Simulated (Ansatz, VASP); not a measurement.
# One calculation of W, two programs

Contents of INCAR:

```
SYSTEM = W
  ALGO = Fast
  EDIFF = 1E-6
  ENCUT = 520
  GGA = PS
  ISIF = 2
  ISMEAR = 0
  LASPH = .TRUE.
  LCHARG = .FALSE.
  LREAL = .FALSE.
  LWAVE = .FALSE.
  NBANDS = 13
  NELM = 80
  PREC = Accurate
  SIGMA = 0.15
```

KPOINTS

```
k-points
0
G
  24 24 24
  0 0 0
```

POSCAR

```
W
1.0
   -1.5153286575      1.5983603647      1.5983603647
    1.5983603647     -1.5153286575      1.5983603647
    1.5983603647      1.5983603647     -1.5153286575
W
1
Direct
    0.0000000000      0.0000000000      0.0000000000
```

Input for Ansatz:

```yaml
crystal:
  lattice:
    - [-1.5153286575, 1.5983603647, 1.5983603647]
    - [1.5983603647, -1.5153286575, 1.5983603647]
    - [1.5983603647, 1.5983603647, -1.5153286575]
  atoms:
    - { symbol: W, position: [0.0, 0.0, 0.0] }
basis:
  ecutwfc: 420
kpoints:
  mp_grid: { grid: [24, 24, 24] }
hamiltonian:
  xc: pbesol
scf:
  occupations: { method: gaussian, width: 0.15 }
output:
  forces: true
  stress: true
  eigenvalues: true
```

Alike in both runs: task single point; functional PBEsol; k mesh 24 × 24 × 24; occupations gaussian, width 0.15 eV; no spin polarisation.

|  | VASP | Ansatz |
| --- | --- | --- |
| version | VASP 6.6.1 | Ansatz 0.2.0 |
| potentials or method | VASP PAW PBE potentials, release 64 (W_sv), cutoff 520 eV | scalar-relativistic, plane waves, PAW |
| valence electrons in the cell | 14 | 14 |

VASP gave:

| Property | Result |
| --- | --- |
| gap on the k mesh at the Fermi level (eV) | none |
| pressure (GPa) | -9.7 |
| traceless stress, the component that is largest in VASP (GPa) | -5.89 |

**Question.** Which values does Ansatz return?

**Answer.** gap on the k mesh at the Fermi level (eV): none; pressure (GPa): -10.2; traceless stress, the component that is largest in VASP (GPa): -5.82.

VASP's potentials were made for PBE, not for PBEsol. A gap of «none» marks a metal or a gap that the smearing closes. The functional is the same, so the differences come from potentials, cutoffs and numerics.

Neither program's run includes spin-orbit coupling.
